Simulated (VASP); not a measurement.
MgSe, 2 atoms in the cell. The structure is cubic, space group Fm-3m (No. 225). Conventional cell: a = 5.473 Å, b = 5.473 Å, c = 5.473 Å, α = 90.00°, β = 90.00°, γ = 90.00°. Mg (site symmetry m-3m) has 6 Se at 2.74 Å within 3.6 Å. Within 3.6 Å of Se (site symmetry m-3m) lie 6 Mg at 2.74 Å. 

```yaml
Program: VASP 6.6.1
Task: single point
Functional: r2SCAN
Potentials_or_basis: VASP PAW PBE potentials, release 64 (Mg, Se)
Cutoff: 660 eV
k_mesh: 8 × 8 × 8
Occupations: gaussian, width 0.01 eV
Spin: no spin polarisation
Dipole_correction: no
Further_INCAR_settings: ALGO = Normal; EDIFF = 1e-06; NBANDS = 11
```

Potentials or basis: VASP PAW PBE potentials, release 64 (Mg, Se).

Command:

```sh
$ cat potpaw_PBE.64/Mg/POTCAR potpaw_PBE.64/Se/POTCAR > POTCAR
$ cp INCAR.step1 INCAR
$ mpirun -np 1 vasp_std > vasp.out
$ cp INCAR.step2 INCAR
$ mpirun -np 1 vasp_std > vasp.out
```

Hardware: 1 thread of Intel(R) Xeon(R) Platinum 8259CL CPU @ 2.50GHz (Skylake/Cascade Lake), on a shared host.

How long does it take, and how much memory?

Wall time 60 s on 1 thread of Intel(R) Xeon(R) Platinum 8259CL CPU @ 2.50GHz (Skylake/Cascade Lake), with other jobs on the host, peak memory 0.19 GiB. Counts: k points 29.
